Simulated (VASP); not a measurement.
The system is Fe.

```xyz
1
Lattice="-1.4156 1.4156 1.4156 1.4156 -1.4156 1.4156 1.4156 1.4156 -1.4156" Properties=species:S:1:pos:R:3 pbc="T T T"
Fe    0.0000    0.0000    0.0000
```

Base run:

```yaml
Program: VASP 6.6.1
Functional: PBE
Potentials_or_basis: VASP PAW PBE potentials, release 64 (Fe)
Cutoff: 520 eV
k_mesh: 22 × 22 × 22
Occupations: gaussian, width 0.05 eV
Spin: no spin polarisation
```

Its results: pressure -18.0 GPa.

Problem. The run is repeated on the same cell with these changes: spin from no spin polarisation to collinear spin, ferromagnetic start; further incar settings from ALGO = Normal; EDIFF = 1e-07; NBANDS = 10 to ALGO = Normal; EDIFF = 1e-06; NBANDS = 14. What comes out?

Solution. Pressure -0.6 GPa; net moment 2.18 μB per cell; site moments Fe +2.17 μB.
